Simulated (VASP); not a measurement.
A run of VASP 6.6.1:

The input INCAR:

```
PREC = Accurate
ENCUT = 520
EDIFF = 1E-7
ISMEAR = 0
SIGMA = 0.02
LREAL = Auto
LASPH = True
NELM = 100
ALGO = Normal
ISIF = 2
LWAVE = False
LCHARG = False
GGA = PS
IBRION = 2
NSW = 80
EDIFFG = -0.02
NELECT = 134.0
```

Contents of KPOINTS:

```
regular mesh
0
Gamma
  2 2 2
```

Contents of POSCAR:

```
Zn7S8
1.0
    0.0000000000      5.3560912044     -5.3560912044
    5.3560912044      5.3560912044      0.0000000000
    5.3560912044      0.0000000000     -5.3560912044
Zn S
7 8
Direct
    0.0000000000     -0.5000000000      0.5000000000
    0.5000000000      0.0000000000      0.5000000000
    0.5000000000      0.5000000000      0.5000000000
    0.0000000000      0.0000000000      1.0000000000
    0.0000000000      0.5000000000      1.0000000000
    0.5000000000      0.0000000000      1.0000000000
    0.5000000000      0.5000000000      1.0000000000
    0.1250000000      0.1250000000      0.1250000000
    0.1250000000      0.6250000000      0.1250000000
    0.6250000000      0.1250000000      0.1250000000
    0.6250000000      0.6250000000      0.1250000000
    0.1250000000      0.1250000000      0.6250000000
    0.1250000000      0.6250000000      0.6250000000
    0.6250000000      0.1250000000      0.6250000000
    0.6250000000      0.6250000000      0.6250000000
```

Potentials or basis: VASP PAW PBE potentials, release 64 (Zn, S).

The run is started by

```sh
$ cat potpaw_PBE.64/Zn/POTCAR potpaw_PBE.64/S/POTCAR > POTCAR
$ mpirun -np 1 vasp_std > vasp.out
```

Hardware: 1 thread of AMD EPYC 9R14 (Zen 4), on a shared host.

Q: Estimate the wall time of this run.

A: It took 9.7 min on 1 thread of AMD EPYC 9R14 (Zen 4) (shared host), peak memory 0.43 GiB. Counts: scf iterations 79, k points 3, ion steps 8.
